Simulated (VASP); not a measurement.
Write the native input for VASP 6.6.1 that does the following.

| Quantity | Value |
| --- | --- |
| Task | single point |
| Functional | PBE |
| Potentials or basis | VASP PAW PBE potentials, release 64 (Re_sv_GW, S) |
| Cutoff | 500 eV |
| k mesh | 8 × 8 × 8 |
| Occupations | gaussian, width 0.1 eV |
| Spin | no spin polarisation |
| Dipole correction | no |
| Second run | valence_matched |
| Further INCAR settings | ALGO = Normal; EDIFF = 1e-06; NBANDS = 18 |

The structure of ReS lies in POSCAR:

```
ReS
1.0
    0.0000000000      2.4629411560      2.4629411560
    2.4629411560      0.0000000000      2.4629411560
    2.4629411560      2.4629411560      0.0000000000
Re S
1 1
Direct
    0.0000000000      0.0000000000      0.0000000000
    0.5000000000      0.5000000000      0.5000000000
```

One way to write it, as run:

INCAR

```
SYSTEM = ReS
PREC = Accurate ; ENCUT = 500
EDIFF = 1E-6 ; ISMEAR = 0
SIGMA = 0.1 ; LREAL = .FALSE.
LASPH = .TRUE. ; NELM = 120
ALGO = Normal ; ISIF = 2
LWAVE = .FALSE. ; LCHARG = .FALSE.
GGA = PE ; NBANDS = 18
GGA_COMPAT = .FALSE.
```

KPOINTS

```
regular mesh
0
G
  8 8 8
  0 0 0
```

Potentials or basis: VASP PAW PBE potentials, release 64 (Re_sv_GW, S).

The run is started by

```console
$ cat potpaw_PBE.64/Re_sv_GW/POTCAR potpaw_PBE.64/S/POTCAR > POTCAR
$ mpirun -np 1 vasp_std > vasp.out
```

Results of the run:

```
Pressure : -1.6 GPa
```

Run time: 19 s on 1 thread of Intel(R) Xeon(R) Platinum 8488C (Sapphire Rapids) (shared host), peak memory 0.16 GiB.
